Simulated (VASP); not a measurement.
## Be2Si: relaxation of the atoms with PBE

Be2Si:

```
Si Be
1.0
     0.00000    2.64000    2.66640
     2.64000    0.00000    2.66640
     2.64000    2.64000    0.00000
Si Be
1 2
Direct
  0.00000 0.00000 0.00000
  0.25000 0.25000 0.25000
  0.75000 0.75000 0.75000
```

```json
{
 "Program": "VASP 6.6.1",
 "Task": "relaxation of the atoms",
 "Functional": "PBE",
 "Potentials or basis": "VASP PAW PBE potentials, release 64 (Si, Be)",
 "Cutoff": "520 eV",
 "k mesh": "7 × 7 × 7",
 "Occupations": "fermi-dirac, width 0.05 eV",
 "Spin": "no spin polarisation",
 "Dipole correction": "no",
 "Further INCAR settings": "ALGO = Fast; EDIFF = 1e-06; IBRION = 2; EDIFFG = -0.01; NSW = 60"
}
```

```
Pressure after relaxing : -0.7 GPa
Band gap on the k mesh  : zero (band 4 reaches 7.06 eV, above the bottom of band 5 at 6.35 eV)
```

Stress tensor (GPa, compression positive):
```
-0.62  0.00  0.00
 0.00 -0.62  0.00
 0.00  0.00 -0.96
```

Final structure:
```
Si Be
1.0
     0.00000    2.64000    2.66640
     2.64000    0.00000    2.66640
     2.64000    2.64000    0.00000
Si Be
1 2
Direct
  0.00000 0.00000 0.00000
  0.25000 0.25000 0.25000
  0.75000 0.75000 0.75000
```

Levels at points of the mesh, in eV from the Fermi level:
```tsv
k point	band 1	band 2	band 3	band 4	band 5	band 6	band 7	band 8
(0.00, 0.00, 0.00)	-11.94	0.44	0.44	0.50	0.78	0.87	0.87	6.02
```

Run time: 16 s on 1 thread of AMD EPYC 7R43 64-Core Processor (Zen 3), with other jobs on the host, peak memory 0.11 GiB.

Caveat: the relaxation stopped at its first step, so nothing moved.
